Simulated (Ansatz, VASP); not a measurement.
Two plane-wave programs on Ta2AlC2N

```xyz
6
Lattice="-1.9423 1.9423 5.1790 1.9423 -1.9423 5.1790 1.9423 1.9423 -5.1790" Properties=species:S:1:pos:R:3 pbc="T T T"
Ta    0.0000    0.0000    6.6887
Ta    0.0000    0.0000    3.6693
Al    0.0000    0.0000    0.0000
C     1.9423    0.0000    2.5895
C     0.0000    1.9423    2.5895
N     0.0000    0.0000    5.1790
```

Change from the starting cell: species swapped into the SmB2Rh2C type (I4/mmm, No. 139).

Alike in both runs: task single point; functional PBE; k mesh 6 × 6 × 6; occupations gaussian, width 0.1 eV; no spin polarisation.

|  | VASP | Ansatz |
| --- | --- | --- |
| version | VASP 6.6.1 | Ansatz 0.2.0 |
| potentials or method | VASP PAW PBE potentials, release 64 (Ta_pv, Al, C, N), cutoff 520 eV | scalar-relativistic, plane waves, PAW |
| valence electrons in the cell | 38 | 42 |

```csv
,VASP,Ansatz,Ansatz less VASP
gap on the k mesh at the Fermi level (eV),none,none,-
rms of the force components (eV/Å),11.711,11.033,-0.6774
```

Atom by atom the forces differ by 0.677 eV/Å (rms over components). A gap of «none» marks a metal or a gap that the smearing closes. VASP's potentials hold 38 valence electrons a cell and Ansatz's 42, so a difference there can come from the potentials and not from the codes.

The k mesh is coarse, so the values compare programs but aren't converged. Neither program's run includes spin-orbit coupling.
